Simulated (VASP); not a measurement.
## Ca2Se: relaxation of cell and atoms with PBE

Ca2Se:

```xyz
3
Lattice="4.0830 0.0000 0.0000 -2.0415 3.5360 0.0000 0.0000 0.0000 6.8304" Properties=species:S:1:pos:R:3 pbc="T T T"
Ca    2.0415    1.1787    5.0596
Ca    0.0000    2.3573    1.7708
Se    0.0000    0.0000    0.0000
```

```
Program                : VASP 6.6.1
Task                   : relaxation of cell and atoms
Functional             : PBE
Potentials or basis    : VASP PAW PBE potentials, release 64 (Ca_sv, Se)
Cutoff                 : 600 eV
k mesh                 : 12 × 12 × 8
Occupations            : gaussian, width 0.1 eV
Spin                   : no spin polarisation
Dipole correction      : no
Further INCAR settings : ALGO = Normal; EDIFF = 1e-06; IBRION = 2; EDIFFG = -0.01; NSW = 100; ISIF = 3
```

| Quantity | Value |
| --- | --- |
| Relaxed volume | 33.20 Å³/atom |
| Relaxed cell | a = 4.116 Å, b = 4.116 Å, c = 6.789 Å, α = 90.00°, β = 90.00°, γ = 120.00° |
| Space group after relaxing (to 0.05 Å) | P-3m1 (No. 164) |
| Energy gained by relaxing | 1.0 meV/atom |
| Ionic steps | 5 |
| Pressure after relaxing | 0.0 GPa |
| Largest force after relaxing | 0.009 eV/Å |
| Band gap on the k mesh | zero (band 13 reaches 3.46 eV, above the bottom of band 14 at 3.10 eV) |

Forces on the atoms (eV/Å):
```
Ca   0.000  0.000 -0.009
Ca   0.000  0.000  0.009
Se   0.000  0.000  0.000
```

Step by step:
| step | energy change (eV) | largest force (eV/Å) | pressure (GPa) | volume (Å³) |
| --- | --- | --- | --- | --- |
| 1 | 0.0000 | 0.0614 | 0.32 | 98.61 |
| 2 | -0.0025 | 0.0201 | 0.00 | 99.56 |
| 3 | -0.0027 | 0.0046 | -0.12 | 99.92 |
| 4 | -0.0031 | 0.0085 | -0.03 | 99.68 |
| 5 | -0.0031 | 0.0094 | 0.00 | 99.59 |

Final structure:
```cif
data_structure
_symmetry_space_group_name_H-M 'P 1'
_symmetry_Int_Tables_number 1
_cell_length_a 4.1156
_cell_length_b 4.1156
_cell_length_c 6.7893
_cell_angle_alpha 90.000
_cell_angle_beta 90.000
_cell_angle_gamma 120.000
_cell_volume 99.59
loop_
_atom_site_label
_atom_site_type_symbol
_atom_site_fract_x
_atom_site_fract_y
_atom_site_fract_z
_atom_site_occupancy
Ca1 Ca 0.66667 0.33333 0.74002 1
Ca2 Ca 0.33333 0.66667 0.25998 1
Se1 Se 0.00000 0.00000 0.00000 1
```

Levels at points of the mesh, in eV from the Fermi level:
| k point | band 11 | band 12 | band 13 | band 14 | band 15 | band 16 |
| --- | --- | --- | --- | --- | --- | --- |
| (0.00, 0.00, 0.00) | -2.76 | -2.76 | -2.52 | 1.59 | 1.93 | 2.01 |
| (0.50, 0.00, 0.00) | -3.80 | -3.22 | -0.25 | 0.02 | 0.17 | 2.64 |
| (0.00, 0.00, 0.50) | -2.78 | -2.78 | -1.06 | -0.03 | 1.75 | 1.81 |
| (0.50, 0.00, 0.50) | -3.86 | -3.21 | -0.48 | 0.12 | 0.86 | 1.67 |

Wall time 10 min on 1 thread of Intel(R) Xeon(R) Platinum 8488C (Sapphire Rapids), with other jobs on the host, peak memory 0.46 GiB.
